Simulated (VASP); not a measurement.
Input of a VASP 6.6.1 run:

The input POSCAR:

```
BeS
1.0
    0.0000000000      2.3886250000      2.3522500000
    2.3886250000      0.0000000000      2.3522500000
    2.3886250000      2.3886250000      0.0000000000
Be S
1 1
Direct
    0.0000000000      0.0000000000      0.0000000000
    0.7500000000      0.7500000000      0.7500000000
```

File INCAR.step1:

```
SYSTEM = BeS
PREC     = Accurate       ! precision mode
ENCUT    = 520            ! plane-wave cutoff, eV
ISMEAR   = 0              ! smearing method
SIGMA    = 0.05           ! smearing width, eV
LREAL    = .FALSE.        ! projectors in reciprocal space
LASPH    = .TRUE.         ! aspherical terms in the spheres
NELM     = 80             ! most SCF steps
NBANDS   = 11             ! bands
GGA      = PE             ! functional
ALGO     = Normal         ! electronic algorithm
EDIFF    = 1E-4           ! SCF threshold, eV
LWAVE    = .TRUE.         ! write WAVECAR
LCHARG   = .FALSE.        ! write CHGCAR
```

Contents of INCAR.step2:

```
SYSTEM = BeS
PREC     = Accurate       ! precision mode
ENCUT    = 520            ! plane-wave cutoff, eV
EDIFF    = 1E-7           ! SCF threshold, eV
ISMEAR   = 0              ! smearing method
SIGMA    = 0.05           ! smearing width, eV
LREAL    = .FALSE.        ! projectors in reciprocal space
LASPH    = .TRUE.         ! aspherical terms in the spheres
NELM     = 80             ! most SCF steps
ALGO     = Normal         ! electronic algorithm
ISIF     = 2              ! what is computed and relaxed
LWAVE    = .FALSE.        ! write WAVECAR
LCHARG   = .FALSE.        ! write CHGCAR
METAGGA  = R2SCAN         ! meta-GGA
LMIXTAU  = .TRUE.       
NBANDS   = 11             ! bands
ISTART   = 1
```

File KPOINTS:

```
Automatic mesh
0
G
  8 8 8
  0 0 0
```

Potentials or basis: VASP PAW PBE potentials, release 64 (Be, S).

Command:

```sh
$ cat potpaw_PBE.64/Be/POTCAR potpaw_PBE.64/S/POTCAR > POTCAR
$ cp INCAR.step1 INCAR
$ mpirun -np 1 vasp_std > vasp.out
$ cp INCAR.step2 INCAR
$ mpirun -np 1 vasp_std > vasp.out
```

Task: What does it give for the band gap on the k mesh?

Result: 3.28 eV, indirect (least direct gap 6.14 eV).

Task: Predict the pressure.

Result: 8.3 GPa.

Stress tensor (GPa, compression positive):
```
7.83 0.00 0.00
0.00 7.83 0.00
0.00 0.00 9.38
```

Caveat: the cell differs from its parent crystal (strain -0.015 along x and y, -0.030 along z); the PAW data sets were made with another functional, which shifts forces and pressure a little. A k mesh can miss the band edges.
